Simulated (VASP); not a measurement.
Crystal: Co.

```
CELL_PARAMETERS angstrom
0.00000 1.80740 1.80740
1.80740 0.00000 1.80740
1.80740 1.80740 0.00000
ATOMIC_POSITIONS crystal
Co 0.00000 0.00000 0.00000
```

Base run:

```yaml
Program: VASP 6.6.1
Functional: PBE
Potentials_or_basis: VASP PAW PBE potentials, release 64 (Co)
Cutoff: 520 eV
k_mesh: 15 × 15 × 15
Occupations: fermi-dirac, width 0.1 eV
Spin: collinear spin, ferromagnetic start
Starting_moments: "[1.27] μB"
Fixed_moment: 1.27 μB
```

Its results: pressure -18.6 GPa; site moments Co +1.31 μB.

**Question.** The run is repeated on the same cell with these changes: fixed moment from 1.27 μB to 0.85 μB; moments at the start from [1.27] to [0.85]. What comes out?

**Answer.** Pressure -21.7 GPa; site moments Co +0.88 μB.

Caveats: the total moment is fixed, so each spin has its own Fermi level.
